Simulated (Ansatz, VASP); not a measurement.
# ScNbTe3: VASP beside Ansatz

```xyz
5
Lattice="3.6127 2.0858 3.5203 -3.6127 2.0858 3.5203 0.0000 -4.1716 3.5203" Properties=species:S:1:pos:R:3 pbc="T T T"
Sc    0.0000    0.0000    0.0000
Nb    0.0000    0.0000    5.2804
Te   -2.1897   -0.3790    3.5203
Te    1.4230   -1.7068    3.5203
Te    0.7666    2.0858    3.5203
```

Alike in both runs: functional PBE; k mesh 6 × 6 × 6; occupations gaussian, width 0.1 eV; collinear spin.

Ansatz relaxed the structure, and its values are those at the end. VASP's run is a single point on that final structure, the one shown.

|  | VASP | Ansatz |
| --- | --- | --- |
| version | VASP 6.6.1 | Ansatz 0.2.0 |
| potentials or method | VASP PAW PBE potentials, release 64 (Sc_sv, Nb_sv, Te), cutoff 520 eV | scalar-relativistic, plane waves, PAW |
| valence electrons in the cell | 42 | 72 |

Ansatz gave:

| Item | Value |
| --- | --- |
| gap on the k mesh at the Fermi level (eV) | none |
| pressure (GPa) | 0.0 |
| rms of the force components (eV/Å) | 0.002 |
| net moment per atom (μB) | 0.40 |
| size of the moment on the site where the two differ most (μB) | 1.25 |

**Question.** Estimate VASP's values.

**Answer.** gap on the k mesh at the Fermi level (eV): none; pressure (GPa): -0.1; rms of the force components (eV/Å): 0.006; net moment per atom (μB): 0.40; size of the moment on the site where the two differ most (μB): 1.27.

Site moments also hang on the region over which each program counts them. A gap of «none» marks a metal or a gap that the smearing closes. With one functional, cell and mesh, what is left measures potentials, basis and numerics. VASP's potentials hold 42 valence electrons a cell and Ansatz's 72, so a difference there can come from the potentials and not from the codes.

Spin-orbit coupling is off throughout.
